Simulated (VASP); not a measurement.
Runs of VASP 6.6.1 on BAs (rocksalt type). The structure is that of space group Fm-3m (No. 225), or close to it. The cells are those of the table. 

| task | cell | cutoff (eV) | smearing | k mesh for the DOS | occupations for the DOS | gap on the mesh (eV) | pressure (GPa) |
| --- | --- | --- | --- | --- | --- | --- | --- |
| single point | a = 3.262 Å, angles 60.0°, 2 atoms | 520 | fermi-dirac 0.05 eV | - | - | none | 0.3 |
| single point | a = 3.305 Å, angles 60.0°, 2 atoms | 520 | fermi-dirac 0.05 eV | - | - | none | -4.4 |
| electric field gradients | a = 3.284 Å, angles 60.0°, 2 atoms | 520 | fermi-dirac 0.05 eV | - | - | none | -2.1 |
| electric field gradients | a = 3.262 Å, angles 60.0°, 2 atoms | 520 | fermi-dirac 0.05 eV | - | - | none | 0.3 |
| electric field gradients | a = 3.240 Å, angles 60.0°, 2 atoms | 520 | fermi-dirac 0.05 eV | - | - | none | 3.1 |
| electric field gradients | a = 3.218 Å, angles 60.0°, 2 atoms | 520 | fermi-dirac 0.05 eV | - | - | none | (b) |
| single point | a = 3.297, b = 3.297, c = 3.199 Å, angles 61.0, 61.0, 58.0°, 2 atoms | 520 | fermi-dirac 0.05 eV | - | - | none | 1.2 |
| relaxation of cell and atoms | relaxed from a = 3.157 Å, angles 60.0°, 2 atoms | 600 | fermi-dirac 0.05 eV | - | - | none | 0.0 |
| electric field gradients | a = 3.262 Å, angles 60.0°, 2 atoms | 520 | tetrahedron | - | - | none | (a) |
| single point | a = 3.240 Å, angles 60.0°, 2 atoms | 520 | fermi-dirac 0.05 eV | - | - | none | 3.1 |

Alike in all rows: level PBE; potentials or basis VASP PAW PBE potentials, release 64 (B, As); no spin polarisation; k mesh 14 × 14 × 14.

Q: Estimate the missing entries.

A: (a) 0.4; (b) 6.2.

A k mesh can miss the band edges, and the runs leave out spin-orbit coupling on As.

A gap of «none» marks levels without a gap at the run's occupations.
